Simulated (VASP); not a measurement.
# Ir4O in VASP: a series of runs, part 2 of 2

VASP 6.6.1. The steps go on from the part before.

## (4) Single point, PBE

INCAR reads:

```
ALGO = Normal
DIPOL = 0.5 0.5 0.337
EDIFF = 1E-6
ENCUT = 520
GGA = PE
IDIPOL = 3
ISIF = 2
ISMEAR = 0
LASPH = True
LCHARG = False
LDIPOL = True
LREAL = False
LWAVE = False
NBANDS = 29
NELM = 60
PREC = Accurate
SIGMA = 0.1
```

KPOINTS reads:

```
k-points
0
Gamma
  10 7 1
```

POSCAR reads:

```
Ir4O
1.0
    2.7367600872      0.0000000000      0.0000000000
    0.0000000000      3.8703632323      0.0000000000
    0.0000000000      0.0000000000     19.4599433740
Ir O
4 1
Direct
    0.5000000000      0.5000000000      0.2055504440
    0.0000000000      0.0000000000      0.2758682253
    0.5000000000      0.5000000000      0.3454282602
    0.0000000000      0.0000000000      0.4090424736
    0.1666666667      0.5000000000      0.4487649516
```

Potentials or basis: VASP PAW PBE potentials, release 64 (Ir, O).

Command:

```bash
> cat potpaw_PBE.64/Ir/POTCAR potpaw_PBE.64/O/POTCAR > POTCAR
> mpirun -np 1 vasp_std > vasp.out
```

OUTCAR:

```text
EDIFF = 1E-6
   ENCUT = 520
   GGA = PE
   ISIF = 2
   ISMEAR = 0
   LASPH = True
   LREAL = False
   NELM = 60
   PREC = Accurate

 ion  position               nearest neighbor table
   1  0.500  0.500  0.206-   3 2.72   2 2.74   2 2.74   2 2.74   2 2.74
   2  0.000  0.000  0.276-   4 2.59   3 2.73   3 2.73   3 2.73   3 2.73   1 2.74   1 2.74   1 2.74
                             1 2.74
   3  0.500  0.500  0.345-   5 2.21   4 2.67   4 2.67   4 2.67   4 2.67   1 2.72   2 2.73   2 2.73
                             2 2.73   2 2.73
   4  0.000  0.000  0.409-   5 2.13   5 2.13   2 2.59   3 2.67   3 2.67   3 2.67   3 2.67
   5  0.167  0.500  0.449-   4 2.13   4 2.13   3 2.21

  LATTYP: Found a simple orthorhombic cell.
 ALAT       =     2.7367600872
 B/A-ratio  =     1.4142135624
 C/A-ratio  =     7.1105770159

  Lattice vectors:

 A1 = (   2.7367600872,   0.0000000000,   0.0000000000)
 A2 = (   0.0000000000,   3.8703632323,   0.0000000000)
 A3 = (   0.0000000000,   0.0000000000,  19.4599433740)

Analysis of symmetry for initial positions (statically):
=====================================================================
 Subroutine PRICEL returns:
 Original cell was already a primitive cell.

 Routine SETGRP: Setting up the symmetry group for a
 simple orthorhombic supercell.

 Subroutine GETGRP returns: Found  2 space group operations
 (whereof  2 operations were pure point group operations)
 out of a pool of  8 trial point group operations.

The static configuration has the point symmetry C_1h.

Analysis of symmetry for dynamics (positions and initial velocities):
=====================================================================
 Subroutine PRICEL returns:
 Original cell was already a primitive cell.

 Routine SETGRP: Setting up the symmetry group for a
 simple orthorhombic supercell.

 Subroutine GETGRP returns: Found  2 space group operations
[... 133 lines left out ...]
   GGA     = PE    functional components
   LHFCALC =     F    Hartree Fock is set to
   AEXX    =    0.0000 exact exchange contribution
   IVDW    =     0    specifies the selected vdW correction
   LEPSILON=     F    determine dielectric tensor
   LRPA    =     F    only Hartree local field effects (RPA)
 non-spin polarized calculation
 Gauss-broadening in eV      SIGMA  =   0.10
  energy-cutoff  :      520.00
  volume of cell :      206.12
 maximum number of plane-waves:      5602
   NGX = 11   NGY = 15   NGZ = 73

 dipolmoment           0.000000      0.000000     -0.001889 electrons x Angstroem

 number of electron      41.9999999 magnetization

 dipolmoment           0.000000      0.000000      0.044214 electrons x Angstroem

 Free energy of the ion-electron system (eV)
  ---------------------------------------------------
  ext. energy  EPLUGINS =         0.00000000
  ---------------------------------------------------
  free energy    TOTEN  =       -37.04992872 eV

  energy without entropy =      -37.00592332  energy(sigma->0) =      -37.02792602

 E-fermi :  -0.8486     XC(G=0):  -5.2513

 val. band max:       -0.8559335522   @ k =   0.5000   0.0000   0.0000
 cond. band min:      -0.8478808472   @ k =   0.1000   0.4286   0.0000
 fundamental gap:      0.0080527050
 Fermi energy:        -0.8485686349

 k-point     1 :       0.0000    0.0000    0.0000
  band No.  band energies     occupation
      1     -19.9583      2.00000
      2     -10.3632      2.00000
      3      -8.1388      2.00000
      4      -7.6658      2.00000
      5      -6.9233      2.00000
      6      -6.8807      2.00000
[... 757 lines left out ...]
     28       5.7054      0.00000
     29       5.9487      0.00000

------------------------ aborting loop because EDIFF is reached ----------------------------------------

 vacuum level on the upper side and lower side of the slab       (xc-potential included)         0.169        -0.549

  FORCE on cell =-STRESS in cart. coord.  units (eV):
  Direction    XX          YY          ZZ          XY          YZ          ZX
  --------------------------------------------------------------------------------------
  -------------------------------------------------------------------------------------
  Total       -1.6835175     -5.1893207      0.2119248      0.0000000      0.0000000      1.5505258
  in kB      -13.0857369    -40.3358363      1.6472608      0.0000000      0.0000000     12.0520123
  external PRESSURE =     -17.2581041 kB  Pullay stress =       0.0000000 kB

 VOLUME and BASIS-vectors are now :
 -----------------------------------------------------------------------------
  energy-cutoff  :      520.00
  volume of cell :      206.12
      direct lattice vectors                 reciprocal lattice vectors
     2.736760087  0.000000000  0.000000000     0.365395566  0.000000000  0.000000000
     0.000000000  3.870363232  0.000000000     0.000000000  0.258373682  0.000000000
     0.000000000  0.000000000 19.459943374     0.000000000  0.000000000  0.051387611

 POSITION                                       TOTAL-FORCE (eV/Angst)
 -----------------------------------------------------------------------------------
      1.36838      1.93518      4.00000         0.080542      0.000000      1.540194
      0.00000      0.00000      5.36838        -0.242239      0.000000     -2.110822
      1.36838      1.93518      6.72201        -0.804577      0.000000     -0.695827
      0.00000      0.00000      7.95994         0.647580      0.000000      1.224452
      0.45613      1.93518      8.73294         0.318694      0.000000      0.042003
 -----------------------------------------------------------------------------------
    total drift:                                0.000058      0.000000     -0.000090

  FREE ENERGIE OF THE ION-ELECTRON SYSTEM (eV)
  ---------------------------------------------------
  free  energy   TOTEN  =       -37.0499287155 eV

  energy  without entropy=      -37.0059233235  energy(sigma->0) =      -37.02792602

 vacuum level on the upper side and lower side of the slab         4.892         4.163
```

OSZICAR:

```text
N       E                     dE             d eps       ncg     rms          rms(c)
DAV:   1     0.412340017184E+03    0.41234E+03   -0.16911E+04  1392   0.122E+03
DAV:   2     0.101919939218E+02   -0.40215E+03   -0.36798E+03  1435   0.367E+02
DAV:   3    -0.386472694351E+02   -0.48839E+02   -0.45993E+02  2003   0.117E+02
DAV:   4    -0.413133587265E+02   -0.26661E+01   -0.25676E+01  1612   0.300E+01
[... 20 lines left out ...]
DAV:  25    -0.370499236394E+02   -0.57467E-05   -0.47488E-07   991   0.328E-03    0.182E-03
DAV:  26    -0.370499251753E+02   -0.15358E-05   -0.15993E-07   971   0.221E-03    0.761E-04
DAV:  27    -0.370499269754E+02   -0.18001E-05   -0.17899E-07   946   0.200E-03    0.155E-03
DAV:  28    -0.370499282351E+02   -0.12597E-05   -0.89921E-08   941   0.152E-03    0.195E-03
DAV:  29    -0.370499287155E+02   -0.48044E-06   -0.53998E-08   911   0.142E-03
   1 F= -.37049929E+02 E0= -.37027926E+02  d E =-.440054E-01
```

It took 2.4 min on 1 thread of AMD EPYC 9R45 (Zen 5), shared host; peak memory 0.33 GiB.

Results:

* Free energy: -37.0499 eV
* Largest force: 2.125 eV/Å
* Band gap on the k mesh: zero (band 21 reaches -0.05 eV, above the bottom of band 22 at -1.12 eV)

Forces in eV/Å, atoms in the order of the input:
```
Ir   0.081  0.000  1.540
Ir  -0.242  0.000 -2.111
Ir  -0.805  0.000 -0.696
Ir   0.648  0.000  1.224
O    0.319  0.000  0.042
```

Levels at points of the mesh, in eV from the Fermi level:
```
           k point  band 19  band 20  band 21  band 22  band 23  band 24
(0.00, 0.00, 0.00)    -1.04    -0.62    -0.33     0.03     0.35     0.86
(0.50, 0.00, 0.00)     0.24     0.26     0.74     0.86     1.02     1.74
```

Caveat: spin-orbit coupling is left out, which moves the levels of the heavy elements.

## (5) Single point, PBE

INCAR reads:

```
  ALGO = Normal
  DIPOL = 0.5 0.5 0.340
  EDIFF = 1E-7
  ENCUT = 520
  GGA = PE
  IDIPOL = 3
  ISIF = 2
  ISMEAR = 0
  LASPH = T
  LCHARG = F
  LDIPOL = T
  LREAL = F
  LWAVE = F
  NBANDS = 29
  NELM = 100
  PREC = Accurate
  SIGMA = 0.1
```

KPOINTS is that of step 4.

Changes to POSCAR since step 4:

```diff
@@ -12,2 +12,2 @@
     0.0000000000      0.0000000000      0.4090424736
-    0.1666666667      0.5000000000      0.4487649516
+    0.5000000000      0.2500000000      0.4640765021
```

Command:

```bash
> cat potpaw_PBE.64/Ir/POTCAR potpaw_PBE.64/O/POTCAR > POTCAR
> mpirun -np 1 vasp_std > vasp.out
```

It took 2.6 min on 1 thread of AMD EPYC 9R45 (Zen 5), shared host; peak memory 0.33 GiB.

Results (log left out):

| Property | Result |
| --- | --- |
| Free energy | -37.5693 eV |
| Largest force | 1.758 eV/Å |
| Band gap on the k mesh | zero (band 21 reaches -0.48 eV, above the bottom of band 22 at -1.32 eV) |

Forces on the atoms (eV/Å):
```
Ir   0.000 -0.078  1.355
Ir   0.000 -0.663 -1.628
Ir   0.000  0.801 -1.069
Ir   0.000  0.453  1.190
O    0.000 -0.513  0.152
```

Levels at points of the mesh, in eV from the Fermi level:
```csv
k point,band 18,band 19,band 20,band 21,band 22,band 23,band 24,band 25
"(0.00, 0.00, 0.00)",-1.53,-1.31,-0.89,-0.33,-0.32,0.26,0.58,1.03
"(0.50, 0.00, 0.00)",-0.11,0.23,0.33,0.52,0.77,1.05,1.47,2.52
```

Caveat: spin-orbit coupling is left out, which moves the levels of the heavy elements.
